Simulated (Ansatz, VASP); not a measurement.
## Sn2S in VASP and in Ansatz

```
CELL_PARAMETERS angstrom
4.75576 0.00000 0.00000
0.00000 4.75576 0.00000
0.00000 0.00000 6.84647
ATOMIC_POSITIONS crystal
Sn 0.00000 0.50000 0.20300
Sn 0.00000 0.50000 0.70300
Sn 0.50000 0.00000 0.29700
Sn 0.50000 0.00000 0.79700
S 0.00000 0.00000 0.00000
S 0.50000 0.50000 0.50000
```

Alike in both runs: task relaxation of cell and atoms; functional PBE; k mesh 4 × 4 × 4; occupations gaussian, width 0.1 eV; no spin polarisation.

|  | VASP | Ansatz |
| --- | --- | --- |
| version | VASP 6.6.1 | Ansatz 0.2.0 |
| potentials or method | VASP PAW PBE potentials, release 64 (Sn_d, S), cutoff 600 eV | scalar-relativistic, plane waves, PAW |
| valence electrons in the cell | 68 | 68 |

|  | VASP | Ansatz | Ansatz less VASP |
| --- | --- | --- | --- |
| gap on the k mesh at the Fermi level, each at its own relaxed structure (eV) | none | none | - |
| relaxed volume (Å³/atom) | 28.42 | 28.70 | +0.280 |
| relaxed cell length with the largest relative difference (Å) | 6.958 | 7.058 | +0.1005 |

A gap of «none» marks a metal or a gap that the smearing closes.
